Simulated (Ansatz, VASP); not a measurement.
Two plane-wave programs on Br

Contents of INCAR:

```
AGGAC = 1.0
AGGAX = 1.0
ALDAC = 0.0
ALDAX = 1.0
ALGO = Normal
EDIFF = 1E-6
EDIFFG = -0.01
ENCUT = 600
GGA = B5
IBRION = 2
ISIF = 3
ISMEAR = -1
IVDW = 13
LASPH = True
LCHARG = False
LREAL = False
LWAVE = False
NELM = 100
NSW = 60
PREC = Accurate
SIGMA = 0.05
VDW_A1 = 0.44488865
VDW_A2 = 4.0933009
VDW_S6 = 1.0
VDW_S8 = 2.34076671
```

Contents of KPOINTS:

```
k-points
0
Gamma
  7 7 3
```

The input POSCAR:

```
Br
1.0
    3.3632500000     -2.3225500000      0.0000000000
    3.3632500000      2.3225500000      0.0000000000
    0.0000000000      0.0000000000      8.7023000000
Br
4
Direct
    0.3651000000      0.6349000000      0.3901000000
    0.1349000000      0.8651000000      0.8901000000
    0.6349000000      0.3651000000      0.6099000000
    0.8651000000      0.1349000000      0.1099000000
```

Contents of input.yaml:

```yaml
crystal:
  lattice:
    - [3.36325, -2.32255, 0.0]
    - [3.36325, 2.32255, 0.0]
    - [0.0, 0.0, 8.7023]
  atoms:
    - { symbol: Br, position: [0.3651, 0.6349, 0.3901] }
    - { symbol: Br, position: [0.1349, 0.8651, 0.8901] }
    - { symbol: Br, position: [0.6349, 0.3651, 0.6099] }
    - { symbol: Br, position: [0.8651, 0.1349, 0.1099] }
hamiltonian:
  xc: blyp
  pseudopotentials: { kind: paw }
  dispersion: d4
kpoints:
  mp_grid: { grid: [7, 7, 3] }
scf:
  occupations: { method: fermi_dirac, width: 0.05 }
output:
  forces: true
  stress: true
relax:
  f_tol: 0.01
  max_steps: 40
  cell: { stress_tol: 0.05 }
```

Alike in both runs: task relaxation of cell and atoms; functional BLYP; dispersion D4; k mesh 7 × 7 × 3; occupations fermi-dirac, width 0.05 eV; no spin polarisation.

```csv
,VASP,Ansatz
version,VASP 6.6.1,Ansatz 0.2.0
potentials or method,"VASP PAW PBE potentials, release 64 (Br)",Ansatz PAW
plane-wave cutoff (eV),600,420
valence electrons in the cell,28,28
```

VASP gave:

- relaxed volume (Å³/atom): 30.81
- relaxed length of the cell vector where the two differ most in proportion (Å): 8.626

What did Ansatz give for the same quantities?

Relaxed volume (Å³/atom): 30.75; relaxed length of the cell vector where the two differ most in proportion (Å): 8.607.

VASP's potentials were made for PBE, not for BLYP.

Noted on Ansatz's run: odd divisions of the mesh miss points on the zone boundary, where band edges often lie, so the gap on the mesh can be too wide; the plane-wave basis is chosen anew once the cell has moved, so the energies of steps on either side of that aren't comparable.
